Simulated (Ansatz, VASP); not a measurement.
One calculation of TiC, two programs

```
Ti C
1.0
     0.00000    2.16400    2.16400
     2.16400    0.00000    2.16400
     2.16400    2.16400    0.00000
Ti C
1 1
Direct
  0.99134 0.99134 0.00866
  0.50000 0.50000 0.50000
```

Change from the starting cell: all Ti atoms moved +0.037 Å, as atom 1 towards its neighbour atom 2 (C) at 2.164 Å.

Alike in both runs: task single point; functional PBEsol; k mesh 18 × 18 × 18; occupations gaussian, width 0.15 eV; no spin polarisation.

|  | VASP | Ansatz |
| --- | --- | --- |
| version | VASP 6.6.1 | Ansatz 0.2.0 |
| potentials or method | VASP PAW PBE potentials, release 64 (Ti_sv, C), cutoff 520 eV | scalar-relativistic, plane waves, PAW |
| valence electrons in the cell | 16 | 16 |

|  | VASP | Ansatz | Ansatz less VASP |
| --- | --- | --- | --- |
| gap on the k mesh at the Fermi level (eV) | none | none | - |
| pressure (GPa) | -5.7 | -6.0 | -0.27 |
| traceless stress, the component that is largest in VASP (GPa) | 0.25 | 0.25 | -0.002 |
| rms of the force components (eV/Å) | 0.203 | 0.203 | -0.0003 |

VASP's potentials were made for PBE, not for PBEsol. Atom by atom the forces differ by 0.000 eV/Å (rms over components). A gap of «none» marks a metal or a gap that the smearing closes. The functional is the same, so the differences come from potentials, cutoffs and numerics.
